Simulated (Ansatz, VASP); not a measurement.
# Two plane-wave programs on ZnSe3

```
Zn Se
1.0
     2.64967   -5.11178    0.00000
     2.64967    5.11178    0.00000
     0.00000    0.00000    3.72632
Zn Se
1 3
Direct
  0.50000 0.50000 0.50000
  0.25262 0.74738 0.50000
  0.74738 0.25262 0.50000
  0.00000 0.00000 0.50000
```

Alike in both runs: functional PBE; k mesh 4 × 4 × 6; occupations gaussian, width 0.1 eV; no spin polarisation.

Ansatz relaxed the structure, and its values are those at the end. VASP's run is a single point on that final structure, the one shown.

|  | VASP | Ansatz |
| --- | --- | --- |
| version | VASP 6.6.1 | Ansatz 0.2.0 |
| potentials or method | VASP PAW PBE potentials, release 64 (Zn, Se), cutoff 500 eV | scalar-relativistic, plane waves, PAW |
| valence electrons in the cell | 30 | 60 |

```tsv
	VASP	Ansatz	Ansatz less VASP
gap on the k mesh at the Fermi level (eV)	none	none	-
pressure (GPa)	0.1	0.0	-0.10
rms of the force components (eV/Å)	0.004	0.009	+0.0044
```

A gap of «none» marks a metal or a gap that the smearing closes. With one functional, cell and mesh, what is left measures potentials, basis and numerics. VASP's potentials hold 30 valence electrons a cell and Ansatz's 60, so a difference there can come from the potentials and not from the codes.
